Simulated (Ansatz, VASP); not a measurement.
**Two plane-wave programs on Ag**

The input POSCAR:

```
Ag
1.0
    0.0000000000      1.9226307106      2.3071568527
    1.9226307106      0.0000000000      2.3071568527
    1.9226307106      1.9226307106      0.0000000000
Ag
1
Direct
    0.0000000000      0.0000000000      0.0000000000
```

INCAR.step1

```
  ALGO = Normal
  EDIFF = 1E-4
  ENCUT = 520
  GGA = PE
  ISMEAR = 0
  LASPH = T
  LCHARG = F
  LREAL = F
  LWAVE = T
  NBANDS = 12
  NELM = 80
  PREC = Accurate
  SIGMA = 0.15
```

File INCAR.step2:

```
  ALGO = Normal
  EDIFF = 1E-6
  ENCUT = 520
  ISIF = 2
  ISMEAR = 0
  ISTART = 1
  LASPH = T
  LCHARG = T
  LELF = T
  LMIXTAU = T
  LREAL = F
  LVHAR = T
  LWAVE = F
  METAGGA = R2SCAN
  NBANDS = 12
  NELM = 80
  PREC = Accurate
  SIGMA = 0.15
```

Contents of KPOINTS:

```
k-points
0
Gamma
  22 22 22
```

Input for Ansatz:

```yaml
crystal:
  lattice:
    - [0.0, 1.9226307106, 2.3071568527]
    - [1.9226307106, 0.0, 2.3071568527]
    - [1.9226307106, 1.9226307106, 0.0]
  atoms:
    - { symbol: Ag, position: [0.0, 0.0, 0.0] }
basis:
  ecutwfc: 500
kpoints:
  mp_grid: { grid: [22, 22, 22] }
hamiltonian:
  xc: r2scan
scf:
  occupations: { method: gaussian, width: 0.15 }
output:
  forces: true
  stress: true
  eigenvalues: true
```

Alike in both runs: task single point; functional r2SCAN; k mesh 22 × 22 × 22; occupations gaussian, width 0.15 eV; no spin polarisation.

|  | VASP | Ansatz |
| --- | --- | --- |
| version | VASP 6.6.1 | Ansatz 0.2.0 |
| potentials or method | VASP PAW PBE potentials, release 64 (Ag), cutoff 520 eV | scalar-relativistic, plane waves, PAW |
| valence electrons in the cell | 11 | 19 |

Ansatz gave:

* gap on the k mesh at the Fermi level (eV): none
* pressure (GPa): 3.3
* traceless stress, the component that is largest in VASP (GPa): -7.18

Task: What did VASP give for the same quantities?

Result: gap on the k mesh at the Fermi level (eV): none; pressure (GPa): 3.5; traceless stress, the component that is largest in VASP (GPa): -7.32.

VASP's potentials were made for PBE, not for r2SCAN. A gap of «none» marks a metal or a gap that the smearing closes. VASP's potentials hold 11 valence electrons a cell and Ansatz's 19, so a difference there can come from the potentials and not from the codes.
